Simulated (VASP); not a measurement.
Runs of VASP 6.6.1 on NaH. The structure is that of space group Fm-3m (No. 225), or close to it. The cells are those of the table. 

| task | cell | k mesh | cutoff (eV) | smearing | gap on the mesh (eV) | pressure (GPa) |
| --- | --- | --- | --- | --- | --- | --- |
| single point | a = 3.317 Å, angles 60.0°, 2 atoms | 8 × 8 × 8 | 520 | gaussian 0.02 eV | 3.54 | -0.1 |
| relaxation of cell and atoms | relaxed from a = 3.317 Å, angles 60.0°, 2 atoms | 8 × 8 × 8 | 500 | gaussian 0.02 eV | 3.54 | -0.1 |
| single point | a = 3.317 Å, angles 60.0°, 2 atoms | 8 × 8 × 8 | 500 | gaussian 0.02 eV | 3.54 | -0.1 |
| single point | a = 3.464 Å, angles 60.0°, 2 atoms | 6 × 6 × 6 | 500 | gaussian 0.1 eV | 3.39 | (a) |
| relaxation of cell and atoms | relaxed from a = 3.464 Å, angles 60.0°, 2 atoms | 8 × 8 × 8 | 600 | gaussian 0.02 eV | 3.55 | 0.0 |

Alike in all rows: level LDA; potentials or basis VASP PAW LDA potentials, release 64 (Na_pv, H); no spin polarisation.

Problem. Estimate the missing entries.

Solution. (a) -2.9.

Caveats: the relaxation stopped at its first step, so nothing moved (some runs).

A k mesh can miss the band edges.
